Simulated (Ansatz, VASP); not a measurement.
**Two plane-wave programs on K**

File INCAR:

```
SYSTEM = K
PREC = Accurate
ENCUT = 520
EDIFF = 1E-7
ISMEAR = -1
SIGMA = 0.1
LREAL = .False.
LASPH = .True.
NELM = 80
ALGO = Normal
ISIF = 2
LWAVE = .False.
LCHARG = .False.
GGA = B5
ALDAX = 1.0
AGGAX = 1.0
AGGAC = 1.0
ALDAC = 0.0
NBANDS = 10
```

Contents of KPOINTS:

```
Automatic mesh
0
Gamma
  8 8 8
  0 0 0
```

Contents of POSCAR:

```
K
1.0
    4.3493841954      0.0000000000      0.0000000000
    0.0000000000      4.3493841954      0.0000000000
    0.0000000000      0.0000000000      4.3493841954
K
1
Direct
    0.0000000000      0.0000000000      0.0000000000
```

Input for Ansatz:

```yaml
crystal:
  lattice:
    - [4.3493841954, 0.0, 0.0]
    - [0.0, 4.3493841954, 0.0]
    - [0.0, 0.0, 4.3493841954]
  atoms:
    - { symbol: K, position: [0.0, 0.0, 0.0] }
hamiltonian:
  xc: blyp
  pseudopotentials:
    kind: paw
    azcp:
      K: "pseudopotentials/K.paw.azcp"
basis:
  ecutwfc: 420
  fft_grid_basis: typed
kpoints:
  mp_grid: { grid: [8, 8, 8], shift: [0, 0, 0] }
magnetization:
  spin_polarized: false
scf:
  occupations: { method: fermi_dirac, width: 0.1 }
  lower_state_search: "off"
output:
  stress: true
```

Alike in both runs: task single point; functional BLYP; k mesh 8 × 8 × 8; occupations fermi-dirac, width 0.1 eV; no spin polarisation.

|  | VASP | Ansatz |
| --- | --- | --- |
| version | VASP 6.6.1 | Ansatz 0.2.0 |
| potentials or method | VASP PAW PBE potentials, release 64 (K_sv), cutoff 520 eV | plane waves (420 eV) with PAW, scalar-relativistic |
| valence electrons in the cell | 9 | 9 |

|  | VASP | Ansatz | Ansatz less VASP |
| --- | --- | --- | --- |
| pressure (GPa) | 0.1 | 0.1 | +0.01 |

VASP's potentials were made for PBE, not for BLYP.
